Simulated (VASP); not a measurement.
**Pd: single point with PBE**

The system is Pd.

```
Pd
1.0
     0.00000    1.97000    1.97000
     1.97000    0.00000    1.97000
     1.97000    1.97000    0.00000
Pd
1
Cartesian
  0.0000 0.0000 0.0000
```

```yaml
Program: VASP 6.6.1
Task: single point
Functional: PBE
Potentials_or_basis: VASP PAW PBE potentials, release 64 (Pd)
Cutoff: 500 eV
k_mesh: 12 × 12 × 12
Occupations: fermi-dirac, width 0.1 eV
Spin: no spin polarisation
Dipole_correction: no
Further_INCAR_settings: ALGO = Normal; EDIFF = 1e-06; NBANDS = 11
```

- Pressure: 0.3 GPa
- Band gap on the k mesh: zero (band 5 reaches 9.45 eV, above the bottom of band 6 at 7.96 eV)

Levels at points of the mesh, in eV from the Fermi level:
```csv
k point,band 1,band 2,band 3,band 4,band 5,band 6,band 7,band 8,band 9,band 10
"(0.00, 0.00, 0.00)",-6.87,-2.69,-2.69,-2.69,-1.17,-1.17,17.17,21.74,21.74,21.74
"(0.50, 0.00, 0.00)",-5.03,-2.73,-2.73,-0.04,-0.04,1.09,7.03,16.52,20.75,20.75
"(0.50, 0.50, 0.00)",-5.10,-4.83,-0.07,0.26,0.26,3.35,10.40,13.01,13.01,21.04
```

It took 8.4 s on 1 thread of Intel(R) Xeon(R) Platinum 8259CL CPU @ 2.50GHz (Skylake/Cascade Lake), on a shared host, peak memory 0.13 GiB.
